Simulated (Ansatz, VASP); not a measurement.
## One calculation of GaP, two programs

File INCAR:

```
SYSTEM = GaP
  ALGO = Normal
  EDIFF = 1E-7
  ENCUT = 520
  GGA = PE
  ISIF = 2
  ISMEAR = -1
  LASPH = .TRUE.
  LCHARG = .FALSE.
  LREAL = .FALSE.
  LWAVE = .FALSE.
  NBANDS = 16
  NELM = 60
  PREC = Accurate
  SIGMA = 0.02
```

File KPOINTS:

```
k-points
0
G
  8 8 8
  0 0 0
```

The input POSCAR:

```
GaP
1.0
    0.0000000000      2.7253993001      2.7253993001
    2.6144755486      0.0000000000      2.7253993001
    2.6144755486      2.7253993001      0.0000000000
Ga P
1 1
Direct
    0.0000000000      0.0000000000      0.0000000000
    0.2500000000      0.2500000000      0.2500000000
```

Input for Ansatz:

```yaml
crystal:
  lattice:
    - [0.0, 2.7253993001, 2.7253993001]
    - [2.6144755486, 0.0, 2.7253993001]
    - [2.6144755486, 2.7253993001, 0.0]
  atoms:
    - { symbol: Ga, position: [0.0, 0.0, 0.0] }
    - { symbol: P, position: [0.25, 0.25, 0.25] }
kpoints:
  mp_grid: { grid: [8, 8, 8] }
  band_path:
    path:
      - [0.0, 0.0, 0.0]
      - [-0.5, -0.5, 0.0]
      - [-0.375, -0.375, 0.25]
      - [-0.375, 0.0, 0.375]
      - [0.0, 0.0, 0.5]
      - [-0.5, -0.25, 0.25]
      - [-0.45, -0.45, 0.0]
    npoints: 1
hamiltonian:
  xc: pbe
scf:
  occupations: { method: fermi_dirac, width: 0.02 }
  n_extra_bands: 4
output:
  forces: true
  stress: true
  eigenvalues: true
```

Change from the starting cell: uniaxial_x strain -4.1%.

Alike in both runs: task single point; functional PBE; k mesh 8 × 8 × 8; occupations fermi-dirac, width 0.02 eV; no spin polarisation.

|  | VASP | Ansatz |
| --- | --- | --- |
| version | VASP 6.6.1 | Ansatz 0.2.0 |
| potentials or method | VASP PAW PBE potentials, release 64 (Ga_d, P) | plane waves, PAW |
| plane-wave cutoff (eV) | 520 | 420 |
| valence electrons in the cell | 18 | 18 |

Ansatz gave:

- gap on the k mesh at the Fermi level (eV): 1.17
- pressure (GPa): 6.4
- traceless stress, the component that is largest in VASP (GPa): 1.86

Problem. Estimate VASP's values.

Solution. gap on the k mesh at the Fermi level (eV): 1.17; pressure (GPa): 6.4; traceless stress, the component that is largest in VASP (GPa): 1.87.
